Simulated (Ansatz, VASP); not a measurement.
# Si2W: VASP beside Ansatz

```
Si W
1.0
    -3.30611    3.30611    2.26410
     3.30611   -3.30611    2.26410
     3.30611    3.30611   -2.26410
Si W
4 2
Direct
  0.86235 0.54681 0.68447
  0.86235 0.17788 0.31553
  0.92788 0.11235 0.81553
  0.29681 0.11235 0.18447
  0.34171 0.84171 0.50000
  0.59171 0.59171 0.00000
```

Alike in both runs: functional PBE; k mesh 10 × 10 × 10; occupations gaussian, width 0.1 eV; no spin polarisation.

Ansatz relaxed the structure, and its values are those at the end. VASP's run is a single point on that final structure, the one shown.

|  | VASP | Ansatz |
| --- | --- | --- |
| version | VASP 6.6.1 | Ansatz 0.2.0 |
| potentials or method | VASP PAW PBE potentials, release 64 (Si, W_sv), cutoff 520 eV | scalar-relativistic, plane waves, PAW |
| valence electrons in the cell | 44 | 44 |

|  | VASP | Ansatz | Ansatz less VASP |
| --- | --- | --- | --- |
| gap on the k mesh at the Fermi level (eV) | none | none | - |
| pressure (GPa) | 0.0 | 0.0 | -0.01 |
| rms of the force components (eV/Å) | 0.002 | 0.004 | +0.0016 |

A gap of «none» marks a metal or a gap that the smearing closes.

Spin-orbit coupling is off throughout.
